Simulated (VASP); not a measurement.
Li3OF: single point with PBE

Crystal: Li3OF.

```
Li O F
1.0
     3.68125    0.00000    0.00000
     0.00000    3.68125    0.00000
     0.00000    0.00000    3.68125
Li O F
3 1 1
Direct
  0.00000 0.50000 0.50000
  0.50000 0.00000 0.50000
  0.50000 0.50000 0.00000
  0.50000 0.50000 0.50000
  0.00000 0.00000 0.00000
```

- Program: VASP 6.6.1
- Task: single point
- Functional: PBE
- Potentials or basis: VASP PAW PBE potentials, release 64 (Li_sv, O, F)
- Cutoff: 520 eV
- k mesh: 6 × 6 × 6
- Occupations: gaussian, width 0.02 eV
- Spin: no spin polarisation

```
Band gap on the k mesh : 4.80 eV (least direct gap 5.43 eV)
```

Levels at points of the mesh, in eV from the valence-band top:
```csv
k point,band 7,band 8,band 9,band 10,band 11,band 12,band 13,band 14,band 15,band 16
"(0.00, 0.00, 0.00)",-2.34,-2.34,-0.63,-0.63,-0.63,4.80,11.47,11.47,12.45,12.45
"(0.50, 0.00, 0.00)",-1.93,-1.93,-0.93,-0.92,-0.92,7.05,8.69,10.45,11.88,11.88
"(0.50, 0.50, 0.00)",-2.80,-1.84,-0.74,0.00,0.00,5.69,9.71,9.71,10.59,11.38
"(0.50, 0.50, 0.50)",-2.51,-2.51,-0.30,-0.30,-0.30,7.66,7.66,7.66,13.26,13.26
```

Wall time 9.6 s on 1 thread of Intel(R) Xeon(R) Platinum 8488C (Sapphire Rapids), with other jobs on the host, peak memory 0.15 GiB.

 A k mesh can miss the band edges.
